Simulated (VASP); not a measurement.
# Pd (Fm-3m) in VASP: single point with PBE

Aim: the single point of Pd with PBE.

All numbers are computed with VASP 6.6.1; they aren't measurements. Logs are shortened: lines on timing, memory, paths and dates and some standing lists are left out, and cuts for length are marked.

### Step 1. The cell of the first run

The structure is cubic, space group Fm-3m (No. 225). The conventional cell has a = 3.946 Å, b = 3.946 Å, c = 3.946 Å, α = 90.00°, β = 90.00°, γ = 90.00°. Within 3.7 Å of Pd (site symmetry m-3m) lie 12 Pd at 2.79 Å.

### Step 2. Single point, PBE

Contents of INCAR:

```
SYSTEM = Pd
PREC     = Accurate       ! precision mode
ENCUT    = 520            ! plane-wave cutoff, eV
EDIFF    = 1E-6           ! SCF threshold, eV
ISMEAR   = -1             ! smearing method
SIGMA    = 0.1            ! smearing width, eV
LREAL    = .False.        ! projectors in reciprocal space
LASPH    = .True.         ! aspherical terms in the spheres
NELM     = 80             ! most SCF steps
ALGO     = Normal         ! electronic algorithm
ISIF     = 2              ! what is computed and relaxed
LWAVE    = .False.        ! write WAVECAR
LCHARG   = .True.         ! write CHGCAR
GGA      = PE             ! functional
LELF     = .True.         ! ELF
LVHAR    = .True.       
NBANDS   = 17             ! bands
```

Contents of KPOINTS:

```
Automatic mesh
0
Gamma
  12 8 12
  0 0 0
```

Contents of POSCAR:

```
Pd
1.0
   -1.9730521990      1.9730521990      0.0000000000
    0.0000000000      0.0000000000      3.9461043981
    1.9730521990      1.9730521990      0.0000000000
Pd
2
Direct
    0.0000000000      0.0000000000      0.0000000000
    0.5000000000      0.5000000000      0.5000000000
```

Potentials or basis: VASP PAW PBE potentials, release 64 (Pd).

Run with:

```sh
cat potpaw_PBE.64/Pd/POTCAR > POTCAR
mpirun -np 1 vasp_std > vasp.out
```

OUTCAR:

```text
SYSTEM = Pd
   PREC = Accurate
   ENCUT = 520
   EDIFF = 1E-6
   ISMEAR = -1
   LREAL = .False.
   LASPH = .True.
   NELM = 80
   ISIF = 2
   GGA = PE

 ion  position               nearest neighbor table
   1  0.000  0.000  0.000-   2 2.79   2 2.79   2 2.79   2 2.79   2 2.79   2 2.79   2 2.79   2 2.79

   2  0.500  0.500  0.500-   1 2.79   1 2.79   1 2.79   1 2.79   1 2.79   1 2.79   1 2.79   1 2.79

  LATTYP: Found a simple tetragonal cell.
 ALAT       =     2.7903171791
 C/A-ratio  =     1.4142135624

  Lattice vectors:

 A1 = (   1.9730521990,  -1.9730521990,   0.0000000000)
 A2 = (   1.9730521990,   1.9730521990,   0.0000000000)
 A3 = (   0.0000000000,   0.0000000000,   3.9461043981)

Analysis of symmetry for initial positions (statically):
=====================================================================
 Subroutine PRICEL returns following result:

  LATTYP: Found a face centered cubic cell.
 ALAT       =     3.9461043981

  Lattice vectors:

 A1 = (   1.9730521990,   0.0000000000,   1.9730521990)
 A2 = (   1.9730521990,   1.9730521990,   0.0000000000)
 A3 = (   0.0000000000,   1.9730521990,   1.9730521991)

   2 primitive cells build up your supercell.

 Routine SETGRP: Setting up the symmetry group for a
 simple tetragonal supercell.

 Subroutine GETGRP returns: Found 16 space group operations
 (whereof 16 operations were pure point group operations)
 out of a pool of 16 trial point group operations.

The static configuration has the point symmetry D_4h.

Analysis of symmetry for dynamics (positions and initial velocities):
=====================================================================
 Subroutine PRICEL returns following result:

  LATTYP: Found a face centered cubic cell.
 ALAT       =     3.9461043981

  Lattice vectors:

 A1 = (   1.9730521990,   0.0000000000,   1.9730521990)
 A2 = (   1.9730521990,   1.9730521990,   0.0000000000)
 A3 = (   0.0000000000,   1.9730521990,   1.9730521991)

   2 primitive cells build up your supercell.

 Routine SETGRP: Setting up the symmetry group for a
 simple tetragonal supercell.

 Subroutine GETGRP returns: Found 16 space group operations
 (whereof 16 operations were pure point group operations)
 out of a pool of 16 trial point group operations.

The dynamic configuration has the point symmetry D_4h.

 Subroutine INISYM returns: Found 16 space group operations
 (whereof 16 operations are pure point group operations),
 and found     2 'primitive' translations

----------------------------------------------------------------------------------------

                                     Primitive cell

  volume of cell :      15.3619

  direct lattice vectors                    reciprocal lattice vectors
     1.973052199  0.000000000  1.973052199     0.253414482 -0.253414482  0.253414482
     1.973052199  1.973052199  0.000000000     0.253414482  0.253414482 -0.253414482
     0.000000000  1.973052199  1.973052199    -0.253414482  0.253414482  0.253414482

  length of vectors
     2.790317179  2.790317179  2.790317179     0.438926757  0.438926757  0.438926757

  position of ions in fractional coordinates (direct lattice)
     0.000000000  0.000000000  0.000000000

  ion indices of the primitive-cell ions
   primitive index   ion index
                 1           1

----------------------------------------------------------------------------------------

 KPOINTS: Automatic mesh

Automatic generation of k-mesh.
 Grid dimensions read from file:
 generate k-points for:   12    8   12

 Generating k-lattice:

  Cartesian coordinates                     Fractional coordinates (reciprocal lattice)
    -0.021117873  0.021117873  0.000000000     0.083333333  0.000000000  0.000000000
     0.000000000  0.000000000  0.031676810     0.000000000  0.125000000  0.000000000
     0.021117873  0.021117873  0.000000000     0.000000000  0.000000000  0.083333333

  Length of vectors
     0.029865183  0.031676810  0.029865183

  Shift w.r.t. Gamma in fractional coordinates (k-lattice)
     0.000000000  0.000000000  0.000000000

 Subroutine IBZKPT returns following result:
 ===========================================

 Found    140 irreducible k-points:

 Following reciprocal coordinates:
            Coordinates               Weight
  0.000000  0.000000  0.000000      1.000000
  0.083333  0.000000  0.000000      4.000000
  0.166667  0.000000  0.000000      4.000000
  0.250000  0.000000  0.000000      4.000000
  0.333333  0.000000  0.000000      4.000000
  0.416667  0.000000  0.000000      4.000000
[... 16 lines left out ...]
  0.083333  0.375000  0.000000      8.000000
  0.166667  0.375000  0.000000      8.000000
 [... further k-points ...]
   k-points           NKPTS =    140   k-points in BZ     NKDIM =    140   number of bands    NBANDS=     17
   number of dos      NEDOS =    301   number of ions     NIONS =      2
   total plane-waves  NPLWV =  17280
   dimension x,y,z NGX =    24 NGY =   30 NGZ =   24
   dimension x,y,z NGXF=    48 NGYF=   60 NGZF=   48
   ions per type =               2
   NGX,Y,Z   is equivalent  to a cutoff of  14.30, 12.64, 14.30 a.u.
   NGXF,Y,Z  is equivalent  to a cutoff of  28.60, 25.28, 28.60 a.u.
 SYSTEM =  Pd
   PREC   = accura    normal or accurate (medium, high low for compatibility)
   ISTART =      0    job   : 0-new  1-cont  2-samecut
   ICHARG =      2    charge: 1-file 2-atom 10-const
   ISPIN  =      1    spin polarized calculation?
   LNONCOLLINEAR =      F non collinear calculations
   LSORBIT =      F    spin-orbit coupling
   LASPH  =      T    aspherical Exc in radial PAW
   ENCUT  =  520.0 eV  38.22 Ry    6.18 a.u.   5.19  7.34  5.19*2*pi/ulx,y,z
   NELM   =     80;   NELMIN=  2; NELMDL= -5     # of ELM steps
   EDIFF  = 0.1E-05   stopping-criterion for ELM
   LREAL  =      F    real-space projection
   EDIFFG = 0.1E-04   stopping-criterion for IOM
   NSW    =      0    number of steps for IOM
   IBRION =     -1    ionic relax: 0-MD 1-quasi-New 2-CG
   NFREE  =      0    steps in history (QN), initial steepest desc. (CG)
   ISIF   =      2    stress and relaxation
   ISYM   =      2    0-nonsym 1-usesym 2-fastsym
   POTIM  = 0.5000    time-step for ionic-motion
   TEBEG  =    0.0;   TEEND  =   0.0 temperature during run
   PSTRESS=    0.0 pullay stress
   NELECT =      20.0000    total number of electrons
   NUPDOWN=      -1.0000    fix difference up-down
   EMIN   =  10.00;   EMAX   =-10.00  energy-range for DOS
   EFERMI =   0.00;   METHOD = LEGACY
   ISMEAR =    -1;   SIGMA  =   0.10  broadening in eV -4-tet -1-fermi 0-gaus
   EFERMI_NEDOS =   21; number of points for ismear=-14 and -15
   IALGO  =     38    algorithm
   IMIX   =      4    mixing-type and parameters
     AMIX     =   0.40;   BMIX     =  1.00
     AMIX_MAG =   1.60;   BMIX_MAG =  1.00
  volume/ion in A,a.u.               =      15.36       103.67
  Fermi-wavevector in a.u.,A,eV,Ry     =   1.418817  2.681175 27.389079  2.013041
  Thomas-Fermi vector in A             =   2.539902
   LORBIT       =      0    0 simple, 1 ext, 2 COOP (PROOUT), +10 PAW based schemes
   GGA     = PE    functional components
   LHFCALC =     F    Hartree Fock is set to
   AEXX    =    0.0000 exact exchange contribution
   IVDW    =     0    specifies the selected vdW correction
   LEPSILON=     F    determine dielectric tensor
   LRPA    =     F    only Hartree local field effects (RPA)
 non-spin polarized calculation
  energy-cutoff  :      520.00
  volume of cell :       30.72
 maximum number of plane-waves:       850
 NGX is ok and might be reduce to    24
   NGX = 11   NGY = 15   NGZ = 11

 number of electron      20.0000006 magnetization

 Free energy of the ion-electron system (eV)
  ---------------------------------------------------
  ext. energy  EPLUGINS =         0.00000000
  ---------------------------------------------------
  free energy    TOTEN  =       -10.51040120 eV

  energy without entropy =      -10.37892730  energy(sigma->0) =      -10.44466425

 E-fermi :   9.1309     XC(G=0): -12.9333

 val. band max:        9.1189183867   @ k =   0.3333   0.3750   0.0000
 cond. band min:       9.1516655058   @ k =   0.0833   0.3750   0.0000
 fundamental gap:      0.0327471191
 Fermi energy:         9.1309257889

 k-point     1 :       0.0000    0.0000    0.0000
  band No.  band energies     occupation
      1       2.2826      2.00000
      2       4.0531      2.00000
      3       4.3260      2.00000
      4       6.4499      2.00000
      5       6.4499      2.00000
      6       6.4523      2.00000
[... 9 lines left out ...]
     16      26.2785      0.00000
     17      30.0978      0.00000

 k-point     2 :       0.0833    0.0000    0.0000
  band No.  band energies     occupation
      1       2.4449      2.00000
      2       4.1507      2.00000
      3       4.4217      2.00000
      4       6.3865      2.00000
      5       6.4993      2.00000
      6       6.5212      2.00000
[... 9 lines left out ...]
     16      26.4361      0.00000
     17      29.8640      0.00000

 k-point     3 :       0.1667    0.0000    0.0000
  band No.  band energies     occupation
      1       2.9096      2.00000
      2       4.3817      2.00000
      3       4.7345      2.00000
      4       6.2215      2.00000
      5       6.6444      2.00000
      6       6.6852      2.00000
[... 9 lines left out ...]
     16      26.7389      0.00000
     17      28.0881      0.00000

 k-point     4 :       0.2500    0.0000    0.0000
  band No.  band energies     occupation
      1       3.6064      2.00000
      2       4.6782      2.00000
      3       5.2216      2.00000
      4       6.0180      2.00000
      5       6.7960      2.00000
      6       6.8761      2.00000
[... 9 lines left out ...]
     16      26.2630      0.00000
     17      26.5373      0.00000

 k-point     5 :       0.3333    0.0000    0.0000
  band No.  band energies     occupation
      1       4.4050      2.00000
      2       5.0202      2.00000
      3       5.7186      2.00000
      4       5.8510      2.00000
      5       6.6148      2.00000
      6       6.7155      2.00000
[... 9 lines left out ...]
     16      25.3228      0.00000
     17      26.3970      0.00000

 k-point     6 :       0.4167    0.0000    0.0000
  band No.  band energies     occupation
      1       5.1076      2.00000
      2       5.3477      2.00000
      3       5.7873      2.00000
      4       6.0589      2.00000
      5       6.1480      2.00000
      6       6.4904      2.00000
[... 9 lines left out ...]
     16      23.5616      0.00000
     17      28.3133      0.00000
[... 281 lines left out ...]
 k-point    21 :       0.5000    0.2500    0.0000
  band No.  band energies     occupation
      1       4.5323      2.00000
      2       4.5323      2.00000
      3       6.2407      2.00000
      4       6.2407      2.00000
      5       6.7271      2.00000
      6       6.7271      2.00000
[... 9 lines left out ...]
     16      25.4720      0.00000
     17      27.9324      0.00000

 k-point    22 :       0.0000    0.3750    0.0000
  band No.  band energies     occupation
      1       3.7481      2.00000
      2       4.5587      2.00000
      3       4.9061      2.00000
      4       5.7110      2.00000
      5       7.1519      2.00000
      6       7.1519      2.00000
[... 9 lines left out ...]
     16      27.7047      0.00000
     17      28.1058      0.00000

 k-point    23 :       0.0833    0.3750    0.0000
  band No.  band energies     occupation
      1       3.8645      2.00000
      2       4.6584      2.00000
      3       4.9895      2.00000
      4       5.7487      2.00000
      5       6.9357      2.00000
      6       7.0967      2.00000
[... 9 lines left out ...]
     16      26.2099      0.00000
     17      27.7433      0.00000

 k-point    24 :       0.1667    0.3750    0.0000
  band No.  band energies     occupation
      1       4.1091      2.00000
      2       4.7679      2.00000
      3       5.3665      2.00000
      4       5.9637      2.00000
      5       6.7478      2.00000
      6       6.8877      2.00000
[... 9 lines left out ...]
     16      25.8582      0.00000
     17      27.4461      0.00000

 [... further k-points ...]

------------------------ aborting loop because EDIFF is reached ----------------------------------------

  FORCE on cell =-STRESS in cart. coord.  units (eV):
  Direction    XX          YY          ZZ          XY          YZ          ZX
  --------------------------------------------------------------------------------------
  -------------------------------------------------------------------------------------
  Total       -0.0710255     -0.0710255     -0.1006079      0.0000000      0.0000000      0.0000000
  in kB       -3.7038123     -3.7038123     -5.2464667      0.0000000      0.0000000      0.0000000
  external PRESSURE =      -4.2180304 kB  Pullay stress =       0.0000000 kB

 VOLUME and BASIS-vectors are now :
 -----------------------------------------------------------------------------
  energy-cutoff  :      520.00
  volume of cell :       30.72
      direct lattice vectors                 reciprocal lattice vectors
    -1.973052199  1.973052199  0.000000000    -0.253414482  0.253414482  0.000000000
     0.000000000  0.000000000  3.946104398     0.000000000  0.000000000  0.253414482
     1.973052199  1.973052199  0.000000000     0.253414482  0.253414482  0.000000000

 POSITION                                       TOTAL-FORCE (eV/Angst)
 -----------------------------------------------------------------------------------
      0.00000      0.00000      0.00000        -0.000000     -0.000000     -0.000000
      0.00000      1.97305      1.97305         0.000000      0.000000      0.000000
 -----------------------------------------------------------------------------------
    total drift:                               -0.000000     -0.000000      0.000000

  FREE ENERGIE OF THE ION-ELECTRON SYSTEM (eV)
  ---------------------------------------------------
  free  energy   TOTEN  =       -10.5104011968 eV

  energy  without entropy=      -10.3789273009  energy(sigma->0) =      -10.44466425
```

It took 20 s on 1 thread of Intel Xeon 6975P-C (Granite Rapids), shared host; peak memory 0.19 GiB.

What came out:

| Property | Result |
| --- | --- |
| Free energy | -10.5104 eV |
| Pressure | -0.4 GPa |
| Band gap on the k mesh | zero (bands 10 and 11 overlap by 1.02 eV) |

The gap in the log of VASP goes by the Fermi energy; the results here count the filled bands.